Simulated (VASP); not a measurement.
# Si in VASP: notebook

The runs below take Si through single point, with LDA.

Everything below comes from runs of VASP 6.6.1. Logs are shortened: lines on timing, memory, paths and dates and some standing lists are left out, and cuts for length are marked.

## (1) The cell of the first run

It takes space group Cmcm (No. 63, orthorhombic). The conventional cell has a = 3.890 Å, b = 6.431 Å, c = 6.289 Å, α = 90.00°, β = 90.00°, γ = 90.00°. Si (site symmetry m) has 4 Si at 2.29 to 2.36 Å within 3.0 Å.

## (2) Single point, LDA (engineering shear strain xy +0.0000, strain +e along x and -e along y +0.0233)

INCAR

```
SYSTEM = Si
ALGO = Normal
EDIFF = 1E-6
ENCUT = 520
ISIF = 2
ISMEAR = 0
LASPH = .TRUE.
LCHARG = .TRUE.
LELF = .TRUE.
LREAL = .FALSE.
LVHAR = .TRUE.
LWAVE = .FALSE.
NBANDS = 16
NELM = 100
PREC = Accurate
SIGMA = 0.03
```

KPOINTS

```
k-points
0
G
  12 12 6
  0 0 0
```

POSCAR

```
Si
1.0
    3.8902643818      0.0000000000      0.0000000000
   -1.9451321909      3.2156439976      0.0000000000
    0.0000000000      0.0000000000      6.2886938331
Si
4
Direct
    0.3333333333      0.6666666667      0.0630360460
    0.6666666667      0.3333333333      0.5630360460
    0.3333333333      0.6666666667      0.4369639540
    0.6666666667      0.3333333333      0.9369639540
```

Potentials or basis: VASP PAW LDA potentials, release 64 (Si).

Launch:

```
$ cat potpaw_LDA.64/Si/POTCAR > POTCAR
$ mpirun -np 1 vasp_std > vasp.out
```

OUTCAR:

```text
SYSTEM = Si
   EDIFF = 1E-6
   ENCUT = 520
   ISIF = 2
   ISMEAR = 0
   LASPH = .TRUE.
   LREAL = .FALSE.
   NELM = 100
   PREC = Accurate

 ion  position               nearest neighbor table
   1  0.333  0.667  0.063-   4 2.29   3 2.35   4 2.36   4 2.36
   2  0.667  0.333  0.563-   3 2.29   4 2.35   3 2.36   3 2.36
   3  0.333  0.667  0.437-   2 2.29   1 2.35   2 2.36   2 2.36
   4  0.667  0.333  0.937-   1 2.29   2 2.35   1 2.36   1 2.36

  Warning from LATTYP: Monoclinic adjustment (A1->A3, A2->A1, A3->A2)!
  LATTYP: Found a base centered orthorhombic cell.
 ALAT       =     3.8902643818
 B/A-ratio  =     1.6531750452
 C/A-ratio  =     1.6165209394

  Lattice vectors:

 A1 = (   1.9451321909,  -3.2156439976,   0.0000000000)
 A2 = (   1.9451321909,   3.2156439976,   0.0000000000)
 A3 = (   0.0000000000,   0.0000000000,   6.2886938331)

Analysis of symmetry for initial positions (statically):
=====================================================================
 Subroutine PRICEL returns:
 Original cell was already a primitive cell.

 Routine SETGRP: Setting up the symmetry group for a
 base centered orthorhombic supercell.

 Subroutine GETGRP returns: Found  8 space group operations
 (whereof  4 operations were pure point group operations)
 out of a pool of  8 trial point group operations.

The static configuration has the point symmetry C_2h.
 The point group associated with its full space group is D_2h.

Analysis of symmetry for dynamics (positions and initial velocities):
=====================================================================
 Subroutine PRICEL returns:
 Original cell was already a primitive cell.

 Routine SETGRP: Setting up the symmetry group for a
 base centered orthorhombic supercell.

 Subroutine GETGRP returns: Found  8 space group operations
 (whereof  4 operations were pure point group operations)
 out of a pool of  8 trial point group operations.

The dynamic configuration has the point symmetry C_2h.
 The point group associated with its full space group is D_2h.

 Subroutine INISYM returns: Found  8 space group operations
 (whereof  4 operations are pure point group operations),
 and found     1 'primitive' translations

----------------------------------------------------------------------------------------

                                     Primitive cell

  volume of cell :      78.6697

  direct lattice vectors                    reciprocal lattice vectors
     3.890264382  0.000000000  0.000000000     0.257051938  0.155489849  0.000000000
    -1.945132191  3.215643998  0.000000000     0.000000000  0.310979698  0.000000000
[... 96 lines left out ...]
   ISYM   =      2    0-nonsym 1-usesym 2-fastsym
   POTIM  = 0.5000    time-step for ionic-motion
   TEBEG  =    0.0;   TEEND  =   0.0 temperature during run
   PSTRESS=    0.0 pullay stress
   NELECT =      16.0000    total number of electrons
   NUPDOWN=      -1.0000    fix difference up-down
   EMIN   =  10.00;   EMAX   =-10.00  energy-range for DOS
   EFERMI =   0.00;   METHOD = LEGACY
   ISMEAR =     0;   SIGMA  =   0.03  broadening in eV -4-tet -1-fermi 0-gaus
   EFERMI_NEDOS =   21; number of points for ismear=-14 and -15
   IALGO  =     38    algorithm
   IMIX   =      4    mixing-type and parameters
     AMIX     =   0.40;   BMIX     =  1.00
     AMIX_MAG =   1.60;   BMIX_MAG =  1.00
  volume/ion in A,a.u.               =      19.67       132.72
  Fermi-wavevector in a.u.,A,eV,Ry     =   0.962747  1.819329 12.611000  0.926882
  Thomas-Fermi vector in A             =   2.092233
   LORBIT       =      0    0 simple, 1 ext, 2 COOP (PROOUT), +10 PAW based schemes
   GGA     = CA    functional components
   LHFCALC =     F    Hartree Fock is set to
   AEXX    =    0.0000 exact exchange contribution
   IVDW    =     0    specifies the selected vdW correction
   LEPSILON=     F    determine dielectric tensor
   LRPA    =     F    only Hartree local field effects (RPA)
 non-spin polarized calculation
 Gauss-broadening in eV      SIGMA  =   0.03
  energy-cutoff  :      520.00
  volume of cell :       78.67
 maximum number of plane-waves:      2154
 NGX is ok and might be reduce to    30
   NGX = 15   NGY = 13   NGZ = 23

 number of electron      16.0000000 magnetization

 Free energy of the ion-electron system (eV)
  ---------------------------------------------------
  ext. energy  EPLUGINS =         0.00000000
  ---------------------------------------------------
  free energy    TOTEN  =       -23.75206732 eV

  energy without entropy =      -23.75206246  energy(sigma->0) =      -23.75206489

 E-fermi :   6.2252     XC(G=0):  -9.6694

 val. band max:        6.1808487736   @ k =   0.0000   0.5000   0.0000
 cond. band min:       6.2782808617   @ k =   0.0000   0.5000   0.1667
 fundamental gap:      0.0974320882
 Fermi energy:         6.2252133408

 k-point     1 :       0.0000    0.0000    0.0000
  band No.  band energies     occupation
      1      -6.1451      2.00000
      2      -3.8055      2.00000
      3      -1.1441      2.00000
      4       4.5812      2.00000
      5       4.7608      2.00000
      6       5.8497      2.00000
[... 433 lines left out ...]
      3      -1.3248      2.00000
      4       0.2237      2.00000
      5       1.3891      2.00000
      6       2.2138      2.00000
[... 8 lines left out ...]
     15      12.4767      0.00000
     16      13.2949      0.00000

 [... further k-points ...]

------------------------ aborting loop because EDIFF is reached ----------------------------------------

  FORCE on cell =-STRESS in cart. coord.  units (eV):
  Direction    XX          YY          ZZ          XY          YZ          ZX
  --------------------------------------------------------------------------------------
  -------------------------------------------------------------------------------------
  Total       -1.9061023      2.2331305      0.0434069      0.0000000      0.0000000      0.0000000
  in kB      -38.8194401     45.4796537      0.8840192      0.0000000      0.0000000      0.0000000
  external PRESSURE =       2.5147443 kB  Pullay stress =       0.0000000 kB

 VOLUME and BASIS-vectors are now :
 -----------------------------------------------------------------------------
  energy-cutoff  :      520.00
  volume of cell :       78.67
      direct lattice vectors                 reciprocal lattice vectors
     3.890264382  0.000000000  0.000000000     0.257051938  0.155489849  0.000000000
    -1.945132191  3.215643998  0.000000000     0.000000000  0.310979698  0.000000000
     0.000000000  0.000000000  6.288693833     0.000000000  0.000000000  0.159015533

 POSITION                                       TOTAL-FORCE (eV/Angst)
 -----------------------------------------------------------------------------------
     -0.00000      2.14376      0.39641         0.000000     -0.426254      0.021912
      1.94513      1.07188      3.54076         0.000000      0.426254      0.021912
     -0.00000      2.14376      2.74793         0.000000     -0.426254     -0.021912
      1.94513      1.07188      5.89228         0.000000      0.426254     -0.021912
 -----------------------------------------------------------------------------------
    total drift:                                0.000000     -0.000000      0.000000

  FREE ENERGIE OF THE ION-ELECTRON SYSTEM (eV)
  ---------------------------------------------------
  free  energy   TOTEN  =       -23.7520673223 eV

  energy  without entropy=      -23.7520624580  energy(sigma->0) =      -23.75206489
```

Run time: 2.5 min. Hardware: 1 thread of Intel Xeon Platinum 8488C (Sapphire Rapids), shared host; peak memory 0.26 GiB.

What came out:

```
Free energy            : -23.7521 eV
Pressure               : 0.3 GPa
Largest force          : 0.427 eV/Å
Band gap on the k mesh : zero (bands 8 and 9 overlap by 0.11 eV)
```

Forces in eV/Å, atoms in the order of the input:
```
Si   0.000 -0.426  0.022
Si   0.000  0.426  0.022
Si   0.000 -0.426 -0.022
Si   0.000  0.426 -0.022
```

Stress tensor (GPa, compression positive):
```
-3.88  0.00  0.00
 0.00  4.55  0.00
 0.00  0.00  0.09
```

Levels at points of the mesh, in eV from the Fermi level:
```csv
k point,band 4,band 5,band 6,band 7,band 8,band 9,band 10,band 11,band 12,band 13
"(0.00, 0.00, 0.00)",-1.64,-1.46,-0.38,-0.08,0.07,0.89,1.71,2.28,2.30,3.42
"(0.50, 0.00, 0.00)",-6.01,-4.84,-3.16,-2.92,-1.33,0.43,2.48,2.88,3.18,4.31
"(0.00, 0.50, 0.00)",-6.15,-4.71,-3.41,-3.12,-1.73,-0.04,1.91,2.78,2.80,4.62
"(0.00, 0.00, 0.50)",-4.33,-1.04,-1.04,-0.86,-0.86,1.69,1.69,2.67,2.67,3.28
"(0.50, 0.00, 0.50)",-7.36,-2.57,-2.57,-2.31,-2.31,0.93,0.93,1.55,1.55,5.70
"(0.00, 0.50, 0.50)",-7.41,-2.76,-2.76,-2.46,-2.46,0.52,0.52,1.55,1.55,5.38
```

Caveat: the cell differs from its parent crystal (engineering shear strain xy +0.0000, strain +e along x and -e along y +0.0233); semilocal functionals underestimate gaps, so a narrow gap can read as zero.

## (3) Single point, LDA (engineering shear strain xy +0.0000, strain +e along x and -e along y -0.0233)

INCAR

```
ALGO = Normal
EDIFF = 1E-6
ENCUT = 520
GGA = CA
ISIF = 2
ISMEAR = 0
LASPH = True
LCHARG = False
LREAL = False
LWAVE = False
NBANDS = 16
NELM = 60
PREC = Accurate
SIGMA = 0.03
```

KPOINTS

```
k-points
0
Gamma
  12 12 6
```

Edit POSCAR of step 2 so:

```diff
@@ -2,4 +2,4 @@
 1.0
-    3.8902643818      0.0000000000      0.0000000000
-   -1.9451321909      3.2156439976      0.0000000000
+    3.7131058552      0.0000000000      0.0000000000
+   -1.8565529276      3.3690677820      0.0000000000
     0.0000000000      0.0000000000      6.2886938331
```

Potentials or basis: VASP PAW LDA potentials, release 64 (Si).

Launch:

```
$ cat potpaw_LDA.64/Si/POTCAR > POTCAR
$ mpirun -np 1 vasp_std > vasp.out
```

It took 2.2 min on 1 thread of Intel Xeon Platinum 8488C (Sapphire Rapids), shared host; peak memory 0.26 GiB.

The run converged. Its results:

```yaml
Free_energy: -23.7526 eV
Pressure: 0.3 GPa
Largest_force: 0.361 eV/Å
```

Forces in eV/Å, atoms in the order of the input:
```
Si   0.000  0.361  0.019
Si   0.000 -0.361  0.019
Si   0.000  0.361 -0.019
Si   0.000 -0.361 -0.019
```

Stress tensor (GPa, compression positive):
```
 4.46  0.00  0.00
 0.00 -3.81  0.00
 0.00  0.00  0.09
```

Levels at points of the mesh, in eV from the Fermi level:
```csv
k point,band 4,band 5,band 6,band 7,band 8,band 9,band 10,band 11,band 12,band 13
"(0.00, 0.00, 0.00)",-1.78,-1.52,-0.47,-0.20,0.00,0.74,1.77,2.10,2.19,3.18
"(0.50, 0.00, 0.00)",-6.20,-4.85,-3.41,-3.16,-1.70,0.01,2.00,2.73,2.81,4.42
"(0.00, 0.50, 0.00)",-6.07,-4.98,-3.21,-2.92,-1.29,0.49,2.58,2.81,3.23,4.11
"(0.00, 0.00, 0.50)",-4.42,-1.16,-1.16,-0.93,-0.93,1.56,1.56,2.70,2.70,3.11
"(0.50, 0.00, 0.50)",-7.49,-2.74,-2.74,-2.56,-2.56,0.57,0.57,1.45,1.45,5.39
"(0.00, 0.50, 0.50)",-7.44,-2.68,-2.68,-2.28,-2.28,0.93,0.93,1.50,1.50,5.73
```

Caveat: the cell differs from its parent crystal (engineering shear strain xy +0.0000, strain +e along x and -e along y -0.0233).

(Continued in part 2 of 2.)
